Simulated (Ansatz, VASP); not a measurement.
## Cr in VASP and in Ansatz

File POSCAR:

```
Cr
1.0
    2.9983053337      0.0000000000      0.0000000000
    0.0000000000      2.9983053337      0.0000000000
    0.0000000000      0.0000000000      2.9983053337
Cr
2
Direct
    0.0000000000      0.0000000000      0.0000000000
    0.5000000000      0.5000000000      0.5000000000
```

File INCAR.step1:

```
SYSTEM = Cr
PREC = Accurate
ENCUT = 520
ISMEAR = 0
SIGMA = 0.05
LREAL = .FALSE.
LASPH = .TRUE.
NELM = 150
ISPIN = 2
MAGMOM = 2.84 -2.84
LMAXMIX = 4
NBANDS = 23
GGA = PE
ALGO = Normal
EDIFF = 1E-4
LWAVE = .TRUE.
LCHARG = .FALSE.
```

Contents of INCAR.step2:

```
SYSTEM = Cr
PREC = Accurate
ENCUT = 520
EDIFF = 1E-7
ISMEAR = 0
SIGMA = 0.05
LREAL = .FALSE.
LASPH = .TRUE.
NELM = 150
ALGO = Normal
ISIF = 2
LWAVE = .FALSE.
LCHARG = .FALSE.
ISPIN = 2
MAGMOM = 2.84 -2.84
LORBIT = 11
LMAXMIX = 4
METAGGA = R2SCAN
LMIXTAU = .TRUE.
NBANDS = 23
ISTART = 1
```

KPOINTS

```
regular mesh
0
G
  16 16 16
  0 0 0
```

Input for Ansatz:

```yaml
crystal:
  lattice:
    - [2.9983053337, 0.0, 0.0]
    - [0.0, 2.9983053337, 0.0]
    - [0.0, 0.0, 2.9983053337]
  atoms:
    - { symbol: Cr, position: [0.0, 0.0, 0.0], spin: 2.84 }
    - { symbol: Cr, position: [0.5, 0.5, 0.5], spin: -2.84 }
basis:
  ecutwfc: 500
  ecutrho_ratio: 4
kpoints:
  mp_grid: { grid: [16, 16, 16] }
hamiltonian:
  xc: r2scan
scf:
  occupations: { method: gaussian, width: 0.05 }
output:
  forces: true
  stress: true
  eigenvalues: true
  populations: true
magnetization:
  spin_polarized: true
```

Alike in both runs: task single point; functional r2SCAN; k mesh 16 × 16 × 16; occupations gaussian, width 0.05 eV; collinear spin.

|  | VASP | Ansatz |
| --- | --- | --- |
| version | VASP 6.6.1 | Ansatz 0.2.0 |
| potentials or method | VASP PAW PBE potentials, release 64 (Cr_pv), cutoff 520 eV | scalar-relativistic, plane waves, PAW |
| valence electrons in the cell | 24 | 28 |

Ansatz gave:

```
gap on the k mesh at the Fermi level (eV)                     : none
pressure (GPa)                                                : -3.7
net moment per atom (μB)                                      : 0.00
size of the moment on the site where the two differ most (μB) : 2.66
```

What did VASP give for the same quantities?

gap on the k mesh at the Fermi level (eV): none; pressure (GPa): -3.2; net moment per atom (μB): 0.00; size of the moment on the site where the two differ most (μB): 2.83.

VASP's potentials were made for PBE, not for r2SCAN. Site moments also hang on the region over which each program counts them. A gap of «none» marks a metal or a gap that the smearing closes. VASP's potentials hold 24 valence electrons a cell and Ansatz's 28, so a difference there can come from the potentials and not from the codes. Ansatz's warnings: stability check not made.
